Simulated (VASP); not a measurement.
# Sr3Mo (Pm-3n) in VASP: single point with PBE

Aim: the single point of Sr3Mo with PBE.

All numbers are computed with VASP 6.6.1; they aren't measurements. Logs are shortened: lines on timing, memory, paths and dates and some standing lists are left out, and cuts for length are marked.

## Step 1: The cell of the first run

Symmetry: Pm-3n, No. 223, cubic system. The conventional cell has a = 6.865 Å, b = 6.865 Å, c = 6.865 Å, α = 90.00°, β = 90.00°, γ = 90.00°. Sr (site symmetry -4m2) has 10 Sr at 3.43 to 4.20 Å and 4 Mo at 3.84 Å within 4.5 Å. Within 5.0 Å of Mo (site symmetry m-3) lie 12 Sr at 3.84 Å.

The cell was built from a structure type or drawn by symmetry, and may not be a known phase.

## Step 2: Single point, PBE, collinear spin

File INCAR:

```
SYSTEM = Sr3Mo
  ALGO = Normal
  EDIFF = 1E-6
  ENCUT = 500
  GGA = PE
  GGA_COMPAT = .FALSE.
  ISIF = 2
  ISMEAR = 0
  ISPIN = 2
  KPAR = 4
  LASPH = .TRUE.
  LCHARG = .FALSE.
  LMAXMIX = 4
  LORBIT = 11
  LREAL = .FALSE.
  LWAVE = .FALSE.
  MAGMOM = 0 0 0 0 0 0 3.8 3.8
  NBANDS = 58
  NELM = 200
  PREC = Accurate
  SIGMA = 0.1
```

File KPOINTS:

```
k-points
0
G
  6 6 6
  0 0 0
```

File POSCAR:

```
Sr3Mo
1.0
    6.8651408927      0.0000000000      0.0000000000
    0.0000000000      6.8651408927      0.0000000000
    0.0000000000      0.0000000000      6.8651408927
Sr Mo
6 2
Direct
    0.0000000000      0.2500000000      0.5000000000
    0.0000000000      0.7500000000      0.5000000000
    0.2500000000      0.5000000000      0.0000000000
    0.7500000000      0.5000000000      0.0000000000
    0.5000000000      0.0000000000      0.2500000000
    0.5000000000      0.0000000000      0.7500000000
    0.5000000000      0.5000000000      0.5000000000
    0.0000000000      0.0000000000      0.0000000000
```

Potentials or basis: VASP PAW PBE potentials, release 64 (Sr_sv, Mo_sv).

Run with:

```
> cat potpaw_PBE.64/Sr_sv/POTCAR potpaw_PBE.64/Mo_sv/POTCAR > POTCAR
> mpirun -np 4 vasp_std > vasp.out
```

OUTCAR:

```text
SYSTEM = Sr3Mo
   EDIFF = 1E-6
   ENCUT = 500
   GGA = PE
   ISIF = 2
   ISMEAR = 0
   ISPIN = 2
   LASPH = .TRUE.
   LORBIT = 11
   LREAL = .FALSE.
   NELM = 200
   PREC = Accurate

 ion  position               nearest neighbor table
   1  0.000  0.250  0.500-   2 3.43   2 3.43   8 3.84   8 3.84   7 3.84   7 3.84   4 4.20   3 4.20
                             4 4.20   3 4.20   6 4.20   5 4.20   6 4.20   5 4.20
   2  0.000  0.750  0.500-   1 3.43   1 3.43   8 3.84   8 3.84   7 3.84   7 3.84   4 4.20   3 4.20
                             4 4.20   3 4.20   6 4.20   5 4.20   6 4.20   5 4.20
   3  0.250  0.500  0.000-   4 3.43   4 3.43   8 3.84   7 3.84   8 3.84   7 3.84   2 4.20   2 4.20
                             1 4.20   1 4.20   5 4.20   6 4.20   6 4.20   5 4.20
   4  0.750  0.500  0.000-   3 3.43   3 3.43   8 3.84   7 3.84   8 3.84   7 3.84   2 4.20   2 4.20
                             1 4.20   1 4.20   5 4.20   6 4.20   6 4.20   5 4.20
   5  0.500  0.000  0.250-   6 3.43   6 3.43   8 3.84   7 3.84   7 3.84   8 3.84   3 4.20   4 4.20
                             3 4.20   4 4.20   1 4.20   1 4.20   2 4.20   2 4.20
   6  0.500  0.000  0.750-   5 3.43   5 3.43   8 3.84   7 3.84   7 3.84   8 3.84   3 4.20   4 4.20
                             3 4.20   4 4.20   1 4.20   1 4.20   2 4.20   2 4.20
   7  0.500  0.500  0.500-   1 3.84   2 3.84   3 3.84   4 3.84   5 3.84   6 3.84   3 3.84   4 3.84
                             5 3.84   6 3.84   1 3.84   2 3.84
   8  0.000  0.000  0.000-   1 3.84   2 3.84   3 3.84   4 3.84   5 3.84   6 3.84   1 3.84   2 3.84
                             3 3.84   4 3.84   5 3.84   6 3.84

  LATTYP: Found a simple cubic cell.
 ALAT       =     6.8651408927

  Lattice vectors:

 A1 = (   6.8651408927,   0.0000000000,   0.0000000000)
 A2 = (   0.0000000000,   6.8651408927,   0.0000000000)
 A3 = (   0.0000000000,   0.0000000000,   6.8651408927)

Analysis of symmetry for initial positions (statically):
=====================================================================
 Subroutine PRICEL returns:
 Original cell was already a primitive cell.

 Routine SETGRP: Setting up the symmetry group for a
 simple cubic supercell.

 Subroutine GETGRP returns: Found 48 space group operations
 (whereof 24 operations were pure point group operations)
 out of a pool of 48 trial point group operations.

The static configuration has the point symmetry T_h .
 The point group associated with its full space group is O_h .

Analysis of symmetry for dynamics (positions and initial velocities):
=====================================================================
 Subroutine PRICEL returns:
 Original cell was already a primitive cell.

 Routine SETGRP: Setting up the symmetry group for a
 simple cubic supercell.

 Subroutine GETGRP returns: Found 48 space group operations
 (whereof 24 operations were pure point group operations)
 out of a pool of 48 trial point group operations.

The dynamic configuration has the point symmetry T_h .
 The point group associated with its full space group is O_h .

Analysis of structural, dynamic, and magnetic symmetry:
=====================================================================
 Subroutine PRICEL returns:
 Original cell was already a primitive cell.

 Routine SETGRP: Setting up the symmetry group for a
 simple cubic supercell.

 Subroutine GETGRP returns: Found 48 space group operations
 (whereof 24 operations were pure point group operations)
 out of a pool of 48 trial point group operations.

The overall configuration has the point symmetry T_h .
 The point group associated with its full space group is O_h .

 Subroutine INISYM returns: Found 48 space group operations
 (whereof 24 operations are pure point group operations),
 and found     1 'primitive' translations

----------------------------------------------------------------------------------------

                                     Primitive cell

  volume of cell :     323.5552

  direct lattice vectors                    reciprocal lattice vectors
     6.865140893  0.000000000  0.000000000     0.145663434  0.000000000  0.000000000
     0.000000000  6.865140893  0.000000000     0.000000000  0.145663434  0.000000000
     0.000000000  0.000000000  6.865140893     0.000000000  0.000000000  0.145663434

  length of vectors
     6.865140893  6.865140893  6.865140893     0.145663434  0.145663434  0.145663434
[... 77 lines left out ...]
   NGXF,Y,Z  is equivalent  to a cutoff of  24.22, 24.22, 24.22 a.u.
 SYSTEM =  Sr3Mo
   PREC   = accura    normal or accurate (medium, high low for compatibility)
   ISTART =      0    job   : 0-new  1-cont  2-samecut
   ICHARG =      2    charge: 1-file 2-atom 10-const
   ISPIN  =      2    spin polarized calculation?
   LNONCOLLINEAR =      F non collinear calculations
   LSORBIT =      F    spin-orbit coupling
   LASPH  =      T    aspherical Exc in radial PAW
   ENCUT  =  500.0 eV  36.75 Ry    6.06 a.u.  12.52 12.52 12.52*2*pi/ulx,y,z
   NELM   =    200;   NELMIN=  2; NELMDL= -5     # of ELM steps
   EDIFF  = 0.1E-05   stopping-criterion for ELM
   LREAL  =      F    real-space projection
   EDIFFG = 0.1E-04   stopping-criterion for IOM
   NSW    =      0    number of steps for IOM
   IBRION =     -1    ionic relax: 0-MD 1-quasi-New 2-CG
   NFREE  =      0    steps in history (QN), initial steepest desc. (CG)
   ISIF   =      2    stress and relaxation
   ISYM   =      2    0-nonsym 1-usesym 2-fastsym
   POTIM  = 0.5000    time-step for ionic-motion
   TEBEG  =    0.0;   TEEND  =   0.0 temperature during run
   PSTRESS=    0.0 pullay stress
   NELECT =      88.0000    total number of electrons
   NUPDOWN=      -1.0000    fix difference up-down
   EMIN   =  10.00;   EMAX   =-10.00  energy-range for DOS
   EFERMI =   0.00;   METHOD = LEGACY
   ISMEAR =     0;   SIGMA  =   0.10  broadening in eV -4-tet -1-fermi 0-gaus
   EFERMI_NEDOS =   21; number of points for ismear=-14 and -15
   IALGO  =     38    algorithm
   IMIX   =      4    mixing-type and parameters
     AMIX     =   0.40;   BMIX     =  1.00
     AMIX_MAG =   1.60;   BMIX_MAG =  1.00
  volume/ion in A,a.u.               =      40.44       272.93
  Fermi-wavevector in a.u.,A,eV,Ry     =   1.060685  2.004403 15.307260  1.125052
  Thomas-Fermi vector in A             =   2.196074
   LORBIT       =     11    0 simple, 1 ext, 2 COOP (PROOUT), +10 PAW based schemes
   GGA     = PE    functional components
   LHFCALC =     F    Hartree Fock is set to
   AEXX    =    0.0000 exact exchange contribution
   IVDW    =     0    specifies the selected vdW correction
   LEPSILON=     F    determine dielectric tensor
   LRPA    =     F    only Hartree local field effects (RPA)
 spin polarized calculation
 Gauss-broadening in eV      SIGMA  =   0.10
  energy-cutoff  :      500.00
  volume of cell :      323.56
 maximum number of plane-waves:      8260
   NGX = 25   NGY = 25   NGZ = 25

 number of electron      87.9999996 magnetization       7.7042755

 Free energy of the ion-electron system (eV)
  ---------------------------------------------------
  ext. energy  EPLUGINS =         0.00000000
  ---------------------------------------------------
  free energy    TOTEN  =       -24.52636883 eV

  energy without entropy =      -24.49891669  energy(sigma->0) =      -24.51264276

 E-fermi :   2.8348     XC(G=0):  -8.3655

 val. band max:        2.8267028918   @ k =   0.3333   0.3333   0.1667
 cond. band min:       2.8379800487   @ k =   0.5000   0.0000   0.0000
 fundamental gap:      0.0112771569
 Fermi energy:         2.8347674924

 spin component 1

 k-point     1 :       0.0000    0.0000    0.0000
  band No.  band energies     occupation
      1     -59.0127      1.00000
      2     -59.0127      1.00000
      3     -33.3394      1.00000
      4     -33.3220      1.00000
      5     -33.3220      1.00000
      6     -33.2577      1.00000
[... 1169 lines left out ...]
     55       4.2843      0.00000
     56       4.2843      0.00000
 Fermi energy:         2.8347674924

 spin component 2

 k-point     1 :       0.0000    0.0000    0.0000
  band No.  band energies     occupation
      1     -56.9609      1.00000
      2     -56.9609      1.00000
      3     -33.3606      1.00000
      4     -33.3426      1.00000
      5     -33.3426      1.00000
      6     -33.2764      1.00000
[... 1169 lines left out ...]
     55       4.1008      0.00000
     56       4.1008      0.00000
 [bands above 56 left out]

------------------------ aborting loop because EDIFF is reached ----------------------------------------

  FORCE on cell =-STRESS in cart. coord.  units (eV):
  Direction    XX          YY          ZZ          XY          YZ          ZX
  --------------------------------------------------------------------------------------
  -------------------------------------------------------------------------------------
  Total        0.0729220      0.0729220      0.0729220     -0.0000000     -0.0000000      0.0000000
  in kB        0.3610942      0.3610942      0.3610942     -0.0000000     -0.0000000      0.0000000
  external PRESSURE =       0.3610942 kB  Pullay stress =       0.0000000 kB

 VOLUME and BASIS-vectors are now :
 -----------------------------------------------------------------------------
  energy-cutoff  :      500.00
  volume of cell :      323.56
      direct lattice vectors                 reciprocal lattice vectors
     6.865140893  0.000000000  0.000000000     0.145663434  0.000000000  0.000000000
     0.000000000  6.865140893  0.000000000     0.000000000  0.145663434  0.000000000
     0.000000000  0.000000000  6.865140893     0.000000000  0.000000000  0.145663434

 POSITION                                       TOTAL-FORCE (eV/Angst)
 -----------------------------------------------------------------------------------
      0.00000      1.71629      3.43257         0.000000      0.000000      0.000000
      0.00000      5.14886      3.43257         0.000000     -0.000000     -0.000000
      1.71629      3.43257      0.00000        -0.000000      0.000000     -0.000000
      5.14886      3.43257      0.00000         0.000000     -0.000000      0.000000
      3.43257      0.00000      1.71629        -0.000000     -0.000000      0.000000
      3.43257      0.00000      5.14886         0.000000     -0.000000     -0.000000
      3.43257      3.43257      3.43257        -0.000000     -0.000000      0.000000
      0.00000      0.00000      0.00000        -0.000000     -0.000000      0.000000
 -----------------------------------------------------------------------------------
    total drift:                                0.000000      0.000000     -0.000000

  FREE ENERGIE OF THE ION-ELECTRON SYSTEM (eV)
  ---------------------------------------------------
  free  energy   TOTEN  =       -24.5263688349 eV

  energy  without entropy=      -24.4989166872  energy(sigma->0) =      -24.51264276

 total charge

# of ion       s       p       d       tot
------------------------------------------
    1        2.062   5.724   0.184   7.970
    2        2.062   5.724   0.184   7.970
    3        2.062   5.724   0.184   7.970
    4        2.062   5.724   0.184   7.970
    5        2.062   5.724   0.184   7.970
    6        2.062   5.724   0.184   7.970
    7        2.310   6.012   3.736  12.058
    8        2.310   6.012   3.736  12.058
--------------------------------------------------
tot         16.989  46.366   8.578  71.933

 magnetization (x)

# of ion       s       p       d       tot
------------------------------------------
    1       -0.008   0.001  -0.024  -0.030
    2       -0.008   0.001  -0.024  -0.030
    3       -0.008   0.001  -0.024  -0.030
    4       -0.008   0.001  -0.024  -0.030
    5       -0.008   0.001  -0.024  -0.030
    6       -0.008   0.001  -0.024  -0.030
    7        0.061   0.050   3.110   3.221
    8        0.061   0.050   3.110   3.221
--------------------------------------------------
tot          0.074   0.106   6.078   6.258
```

Run time: 7.6 min. Hardware: 4 MPI ranks of Intel Xeon Platinum 8259CL at 2.50GHz (Skylake/Cascade Lake), shared host; peak memory 0.76 GiB.

What came out:

| Property | Result |
| --- | --- |
| Free energy | -24.5264 eV |
| Pressure | 0.0 GPa |
| Net moment | 7.70 μB per cell |
| Site moments | Sr -0.03; Mo +3.22 μB |
| Valence electrons inside the program's atomic spheres | Sr 7.97; Mo 12.06 |

Levels at points of the mesh, in eV from the Fermi level:
Spin up:
```
           k point  band 45  band 46  band 47  band 48  band 49  band 50  band 51  band 52
(0.00, 0.00, 0.00)    -0.58    -0.58    -0.58     0.14     0.14     0.14     0.46     0.46
(0.50, 0.00, 0.00)    -0.88    -0.88    -0.24    -0.24     0.26     0.26     0.74     0.74
(0.50, 0.50, 0.00)    -1.44    -1.35     0.17     0.17     0.23     0.77     0.79     0.79
(0.50, 0.50, 0.50)    -0.62    -0.62    -0.62    -0.62    -0.62    -0.62     1.45     1.45
```
Spin down:
| k point | band 38 | band 39 | band 40 | band 41 | band 42 | band 43 |
| --- | --- | --- | --- | --- | --- | --- |
| (0.00, 0.00, 0.00) | -0.22 | -0.22 | -0.08 | -0.08 | -0.08 | 0.05 |
| (0.50, 0.00, 0.00) | -0.55 | -0.21 | -0.21 | 0.00 | 0.00 | 0.29 |
| (0.50, 0.50, 0.00) | -0.70 | -0.70 | -0.37 | 0.30 | 0.30 | 0.48 |
| (0.50, 0.50, 0.50) | -1.38 | -1.38 | -1.38 | 0.34 | 0.34 | 0.34 |
